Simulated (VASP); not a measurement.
Set up this calculation in VASP 6.6.1, as the native input.

```yaml
Task: single point
Functional: LDA
Potentials_or_basis: VASP PAW LDA potentials, release 64 (Zn, Au)
Cutoff: 520 eV
k_mesh: 16 × 16 × 16
Occupations: gaussian, width 0.15 eV
Spin: no spin polarisation
Dipole_correction: no
Further_INCAR_settings: ALGO = Fast; EDIFF = 1e-06; NBANDS = 18
```

The structure of ZnAu lies in POSCAR:

```
ZnAu
1.0
    2.7491577225      0.0000000000      0.0000000000
    0.0000000000      2.7491577225      0.0000000000
    0.0000000000      0.0000000000      4.1237365838
Zn Au
1 1
Direct
    0.5000000000      0.5000000000      0.5000000000
    0.0000000000      0.0000000000      0.0000000000
```

This cell differs from its parent crystal: ratio of the length along z to the lengths across it x 1.5, volume and fractional coordinates fixed.

The input as run:

INCAR

```
SYSTEM = ZnAu
PREC     = Accurate       ! precision mode
ENCUT    = 520            ! plane-wave cutoff, eV
EDIFF    = 1E-6           ! SCF threshold, eV
ISMEAR   = 0              ! smearing method
SIGMA    = 0.15           ! smearing width, eV
LREAL    = .FALSE.        ! projectors in reciprocal space
LASPH    = .TRUE.         ! aspherical terms in the spheres
NELM     = 100            ! most SCF steps
ALGO     = Fast           ! electronic algorithm
ISIF     = 2              ! what is computed and relaxed
LWAVE    = .FALSE.        ! write WAVECAR
LCHARG   = .TRUE.         ! write CHGCAR
GGA      = CA             ! functional
LELF     = .TRUE.         ! ELF
LVHAR    = .TRUE.       
NBANDS   = 18             ! bands
```

KPOINTS

```
regular mesh
0
G
  16 16 16
  0 0 0
```

Potentials or basis: VASP PAW LDA potentials, release 64 (Zn, Au).

The run is started by

```sh
$ cat potpaw_LDA.64/Zn/POTCAR potpaw_LDA.64/Au/POTCAR > POTCAR
$ mpirun -np 1 vasp_std > vasp.out
```

It gave:

```json
{
 "Pressure": "-4.4 GPa",
 "Band gap on the k mesh": "zero (an odd number of electrons rules out a gap without spin polarisation)"
}
```

Caveat: the stress differs along the axes, from -10 to -2 GPa; spin-orbit coupling is left out, which moves the levels of the heavy elements.

It took 2.7 min on 1 thread of Oxide Virtual Turin-like Processor (shared host), peak memory 0.29 GiB.
